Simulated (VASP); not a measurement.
Runs of VASP 6.6.1 on B. The structure is that of space group P6_3/mmc (No. 194), or close to it. The cells are those of the table. This isn't the form of B at room conditions, which is rhombohedral.

```tsv
task	cell	k mesh	cutoff (eV)	gap on the mesh (eV)	pressure (GPa)
single point	a = 2.090, b = 2.090, c = 6.239 Å, angles 90.0, 90.0, 120.0°, 4 atoms	9 × 9 × 4	520	none	(a)
relaxation of cell and atoms	relaxed from a = 2.203, b = 2.203, c = 7.107 Å, angles 90.0, 90.0, 120.0°, 4 atoms	9 × 9 × 4	600	none	-0.1
single point	a = 2.203, b = 2.203, c = 7.107 Å, angles 90.0, 90.0, 120.0°, 4 atoms	9 × 9 × 4	520	none	-39.9
single point	a = 2.329, b = 2.329, c = 5.460 Å, angles 90.0, 90.0, 120.0°, 4 atoms	24 × 24 × 8	520	none	0.0
```

Alike in all rows: level r2SCAN; potentials or basis VASP PAW PBE potentials, release 64 (B); no spin polarisation; smearing gaussian 0.1 eV.

Question: Estimate the missing entries.

Answer: (a) -0.2.

Caveats: some runs use coarse meshes; the PAW data sets were made with another functional, which shifts forces and pressure a little.

A gap of «none» marks levels without a gap at the run's occupations.
